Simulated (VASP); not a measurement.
# Ru (R-3m) in VASP: single point with r2SCAN

Aim: the single point of Ru with r2SCAN.

Everything below comes from runs of VASP 6.6.1. Logs are shortened: lines on timing, memory, paths and dates and some standing lists are left out, and cuts for length are marked.

## 1. The cell of the first run

The typed cell holds 3 atoms: a = 3.521 Å, b = 3.521 Å, c = 4.317 Å, α = 90.00°, β = 90.00°, γ = 120.00°.

## 2. Single point, r2SCAN

The input, POSCAR:

```
Ru
1.0
    3.5214412008      0.0000000000      0.0000000000
   -1.7607206004      3.0496575378      0.0000000000
    0.0000000000      0.0000000000      4.3167545623
Ru
3
Direct
    0.3333291716      0.0000000000      0.3333333333
    0.0000000000      0.3333291716      0.6666666667
    0.6666708284      0.6666708284      0.0000000000
```

The input, INCAR.step1:

```
PREC = Accurate
ENCUT = 520
ISMEAR = 0
SIGMA = 0.1
LREAL = F
LASPH = T
NELM = 100
NBANDS = 28
GGA = PE
ALGO = Normal
EDIFF = 1E-4
LWAVE = T
LCHARG = F
```

The input, INCAR.step2:

```
PREC = Accurate
ENCUT = 520
EDIFF = 1E-6
ISMEAR = 0
SIGMA = 0.1
LREAL = F
LASPH = T
NELM = 100
ALGO = Normal
ISIF = 2
LWAVE = F
LCHARG = F
METAGGA = R2SCAN
LMIXTAU = T
NBANDS = 28
ISTART = 1
```

The input, KPOINTS:

```
Automatic mesh
0
Gamma
  15 15 10
```

Potentials or basis: VASP PAW PBE potentials, release 64 (Ru_pv).

Command:

```sh
$ cat potpaw_PBE.64/Ru_pv/POTCAR > POTCAR
$ cp INCAR.step1 INCAR
$ mpirun -np 1 vasp_std > vasp.out
$ cp INCAR.step2 INCAR
$ mpirun -np 1 vasp_std > vasp.out
```

OUTCAR:

```text
PREC = Accurate
   ENCUT = 520
   EDIFF = 1E-6
   ISMEAR = 0
   LREAL = F
   LASPH = T
   NELM = 100
   ISIF = 2
   METAGGA = R2SCAN
   ISTART = 1

 ion  position               nearest neighbor table
   1  0.333  0.000  0.333-   3 2.49   2 2.49   3 2.49   3 2.49   2 2.49   2 2.49
   2  0.000  0.333  0.667-   3 2.49   1 2.49   3 2.49   3 2.49   1 2.49   1 2.49
   3  0.667  0.667  0.000-   2 2.49   1 2.49   1 2.49   2 2.49   2 2.49   1 2.49

  LATTYP: Found a hexagonal cell.
 ALAT       =     3.5214412008
 C/A-ratio  =     1.2258488261

  Lattice vectors:

 A1 = (   3.5214412008,   0.0000000000,   0.0000000000)
 A2 = (  -1.7607206004,   3.0496575378,   0.0000000000)
 A3 = (   0.0000000000,   0.0000000000,   4.3167545623)

Analysis of symmetry for initial positions (statically):
=====================================================================
 Subroutine PRICEL returns:
 Original cell was already a primitive cell.

 Routine SETGRP: Setting up the symmetry group for a
 hexagonal supercell.

 Subroutine GETGRP returns: Found  6 space group operations
 (whereof  2 operations were pure point group operations)
 out of a pool of 24 trial point group operations.

The static configuration has the point symmetry C_2 .
 The point group associated with its full space group is D_3 .

Analysis of symmetry for dynamics (positions and initial velocities):
=====================================================================
 Subroutine PRICEL returns:
 Original cell was already a primitive cell.

 Routine SETGRP: Setting up the symmetry group for a
 hexagonal supercell.

 Subroutine GETGRP returns: Found  6 space group operations
 (whereof  2 operations were pure point group operations)
 out of a pool of 24 trial point group operations.

The dynamic configuration has the point symmetry C_2 .
 The point group associated with its full space group is D_3 .

 Subroutine INISYM returns: Found  6 space group operations
 (whereof  2 operations are pure point group operations),
 and found     1 'primitive' translations

----------------------------------------------------------------------------------------

                                     Primitive cell

  volume of cell :      46.3584

  direct lattice vectors                    reciprocal lattice vectors
     3.521441201  0.000000000  0.000000000     0.283974641  0.163952835  0.000000000
    -1.760720600  3.049657538  0.000000000     0.000000000  0.327905671  0.000000000
     0.000000000  0.000000000  4.316754562     0.000000000  0.000000000  0.231655515

  length of vectors
     3.521441201  3.521441201  4.316754562     0.327905671  0.327905671  0.231655515

  position of ions in fractional coordinates (direct lattice)
     0.333329172  0.000000000  0.333333333
     0.000000000  0.333329172  0.666666667
     0.666670828  0.666670828  0.000000000

  ion indices of the primitive-cell ions
   primitive index   ion index
                 1           1
                 2           2
                 3           3

----------------------------------------------------------------------------------------

 KPOINTS: Automatic mesh

Automatic generation of k-mesh.
 Grid dimensions read from file:
 generate k-points for:   15   15   10

 Generating k-lattice:

  Cartesian coordinates                     Fractional coordinates (reciprocal lattice)
     0.018931643  0.010930189  0.000000000     0.066666667  0.000000000  0.000000000
     0.000000000  0.021860378  0.000000000     0.000000000  0.066666667  0.000000000
     0.000000000  0.000000000  0.023165551     0.000000000  0.000000000  0.100000000

  Length of vectors
     0.021860378  0.021860378  0.023165551

  Shift w.r.t. Gamma in fractional coordinates (k-lattice)
     0.000000000  0.000000000  0.000000000

 Subroutine IBZKPT returns following result:
 ===========================================

 Found    238 irreducible k-points:

 Following reciprocal coordinates:
            Coordinates               Weight
  0.000000  0.000000  0.000000      1.000000
  0.066667  0.000000  0.000000      6.000000
  0.133333  0.000000  0.000000      6.000000
  0.200000  0.000000  0.000000      6.000000
  0.266667  0.000000  0.000000      6.000000
  0.333333  0.000000  0.000000      6.000000
[... 16 lines left out ...]
  0.333333  0.200000  0.000000     12.000000
  0.400000  0.200000  0.000000      6.000000
 [... further k-points ...]
   k-points           NKPTS =    238   k-points in BZ     NKDIM =    238   number of bands    NBANDS=     28
   number of dos      NEDOS =    301   number of ions     NIONS =      3
   total plane-waves  NPLWV =  25088
   dimension x,y,z NGX =    28 NGY =   28 NGZ =   32
   dimension x,y,z NGXF=    56 NGYF=   56 NGZF=   64
   ions per type =               3
   NGX,Y,Z   is equivalent  to a cutoff of  13.22, 13.22, 12.32 a.u.
   NGXF,Y,Z  is equivalent  to a cutoff of  26.44, 26.44, 24.65 a.u.
 SYSTEM =  unknown system
   PREC   = accura    normal or accurate (medium, high low for compatibility)
   ISTART =      1    job   : 0-new  1-cont  2-samecut
   ICHARG =      0    charge: 1-file 2-atom 10-const
   ISPIN  =      1    spin polarized calculation?
   LNONCOLLINEAR =      F non collinear calculations
   LSORBIT =      F    spin-orbit coupling
   LASPH  =      T    aspherical Exc in radial PAW
   ENCUT  =  520.0 eV  38.22 Ry    6.18 a.u.   6.55  6.55  8.03*2*pi/ulx,y,z
   NELM   =    100;   NELMIN=  2; NELMDL=  0     # of ELM steps
   EDIFF  = 0.1E-05   stopping-criterion for ELM
   LREAL  =      F    real-space projection
   EDIFFG = 0.1E-04   stopping-criterion for IOM
   NSW    =      0    number of steps for IOM
   IBRION =     -1    ionic relax: 0-MD 1-quasi-New 2-CG
   NFREE  =      0    steps in history (QN), initial steepest desc. (CG)
   ISIF   =      2    stress and relaxation
   ISYM   =      2    0-nonsym 1-usesym 2-fastsym
   POTIM  = 0.5000    time-step for ionic-motion
   TEBEG  =    0.0;   TEEND  =   0.0 temperature during run
   PSTRESS=    0.0 pullay stress
   NELECT =      42.0000    total number of electrons
   NUPDOWN=      -1.0000    fix difference up-down
   EMIN   =  10.00;   EMAX   =-10.00  energy-range for DOS
   EFERMI =   0.00;   METHOD = LEGACY
   ISMEAR =     0;   SIGMA  =   0.10  broadening in eV -4-tet -1-fermi 0-gaus
   EFERMI_NEDOS =   21; number of points for ismear=-14 and -15
   IALGO  =     38    algorithm
   IMIX   =      4    mixing-type and parameters
     AMIX     =   0.40;   BMIX     =  1.00
     AMIX_MAG =   1.60;   BMIX_MAG =  1.00
  volume/ion in A,a.u.               =      15.45       104.28
  Fermi-wavevector in a.u.,A,eV,Ry     =   1.584097  2.993508 34.141939  2.509362
  Thomas-Fermi vector in A             =   2.683766
   LORBIT       =      0    0 simple, 1 ext, 2 COOP (PROOUT), +10 PAW based schemes
   METAGGA = R2SCAN    functional components
   LHFCALC =     F    Hartree Fock is set to
   AEXX    =    0.0000 exact exchange contribution
   IVDW    =     0    specifies the selected vdW correction
   LEPSILON=     F    determine dielectric tensor
   LRPA    =     F    only Hartree local field effects (RPA)
 non-spin polarized calculation
 Gauss-broadening in eV      SIGMA  =   0.10
  energy-cutoff  :      520.00
  volume of cell :       46.36
 maximum number of plane-waves:      1288
 NGX is ok and might be reduce to    28
   NGX = 13   NGY = 13   NGZ = 17

 number of electron      42.0000001 magnetization

 Free energy of the ion-electron system (eV)
  ---------------------------------------------------
  ext. energy  EPLUGINS =         0.00000000
  ---------------------------------------------------
  free energy    TOTEN  =       -72.79718798 eV

  energy without entropy =      -72.77425500  energy(sigma->0) =      -72.78572149

 E-fermi :  10.8500     XC(G=0): -14.1799

 val. band max:       10.8473070450   @ k =  -0.0667   0.2667   0.1000
 cond. band min:      10.8551596600   @ k =   0.3333   0.1333   0.2000
 fundamental gap:      0.0078526149
 Fermi energy:        10.8499963595

 k-point     1 :       0.0000    0.0000    0.0000
  band No.  band energies     occupation
      1     -33.6543      2.00000
      2     -33.6543      2.00000
      3     -33.6235      2.00000
      4     -33.6235      2.00000
      5     -33.6235      2.00000
      6     -33.6235      2.00000
[... 20 lines left out ...]
     27      16.3299      0.00000
     28      19.8195      0.00000

 k-point     2 :       0.0667    0.0000    0.0000
  band No.  band energies     occupation
      1     -33.7736      2.00000
      2     -33.7173      2.00000
      3     -33.6989      2.00000
      4     -33.5683      2.00000
      5     -33.5461      2.00000
      6     -33.4736      2.00000
[... 20 lines left out ...]
     27      16.5156      0.00000
     28      19.8195      0.00000

 k-point     3 :       0.1333    0.0000    0.0000
  band No.  band energies     occupation
      1     -33.8828      2.00000
      2     -33.7845      2.00000
      3     -33.7700      2.00000
      4     -33.4936      2.00000
      5     -33.4690      2.00000
      6     -33.3054      2.00000
[... 20 lines left out ...]
     27      17.0755      0.00000
     28      19.8193      0.00000

 k-point     4 :       0.2000    0.0000    0.0000
  band No.  band energies     occupation
      1     -33.9559      2.00000
      2     -33.8450      2.00000
      3     -33.8341      2.00000
      4     -33.4199      2.00000
      5     -33.3941      2.00000
      6     -33.1393      2.00000
[... 578 lines left out ...]
     27      15.7658      0.00000
     28      19.2366      0.00000

 k-point    23 :       0.3333    0.2000    0.0000
  band No.  band energies     occupation
      1     -33.9355      2.00000
      2     -33.8736      2.00000
      3     -33.8312      2.00000
      4     -33.6292      2.00000
      5     -33.5659      2.00000
      6     -33.4452      2.00000
[... 20 lines left out ...]
     27      15.0644      0.00000
     28      19.1550      0.00000

 k-point    24 :       0.4000    0.2000    0.0000
  band No.  band energies     occupation
      1     -33.8944      2.00000
      2     -33.8854      2.00000
      3     -33.7644      2.00000
      4     -33.7644      2.00000
      5     -33.5063      2.00000
      6     -33.5063      2.00000
[... 20 lines left out ...]
     27      14.7783      0.00000
     28      19.1127      0.00000

 [... further k-points ...]

------------------------ aborting loop because EDIFF is reached ----------------------------------------

  FORCE on cell =-STRESS in cart. coord.  units (eV):
  Direction    XX          YY          ZZ          XY          YZ          ZX
  --------------------------------------------------------------------------------------
  -------------------------------------------------------------------------------------
  Total        0.3568271      0.3568271      0.3409774      0.0000000      0.0000000     -0.0000000
  in kB       12.3321717     12.3321717     11.7843952      0.0000000      0.0000000     -0.0000000
  external PRESSURE =      12.1495795 kB  Pullay stress =       0.0000000 kB

 VOLUME and BASIS-vectors are now :
 -----------------------------------------------------------------------------
  energy-cutoff  :      520.00
  volume of cell :       46.36
      direct lattice vectors                 reciprocal lattice vectors
     3.521441201  0.000000000  0.000000000     0.283974641  0.163952835  0.000000000
    -1.760720600  3.049657538  0.000000000     0.000000000  0.327905671  0.000000000
     0.000000000  0.000000000  4.316754562     0.000000000  0.000000000  0.231655515

 POSITION                                       TOTAL-FORCE (eV/Angst)
 -----------------------------------------------------------------------------------
      1.17380      0.00000      1.43892         0.000207      0.000000     -0.000000
     -0.58690      1.01654      2.87784        -0.000104      0.000180      0.000000
      1.17382      2.03312      0.00000        -0.000104     -0.000180      0.000000
 -----------------------------------------------------------------------------------
    total drift:                                0.000009      0.000016     -0.000000

  FREE ENERGIE OF THE ION-ELECTRON SYSTEM (eV)
  ---------------------------------------------------
  free  energy   TOTEN  =       -72.7971879837 eV

  energy  without entropy=      -72.7742550047  energy(sigma->0) =      -72.78572149
```

Run time: 12 min. Hardware: 1 thread of Intel Xeon Platinum 8259CL at 2.50GHz (Skylake/Cascade Lake), shared host; peak memory 0.34 GiB.

What came out:

* Free energy: -72.7972 eV
* Pressure: 1.2 GPa
* Band gap on the k mesh: zero (band 21 reaches 12.22 eV, above the bottom of band 22 at 9.92 eV)

Caveat: the PAW data sets were made with another functional, which shifts forces and pressure a little.
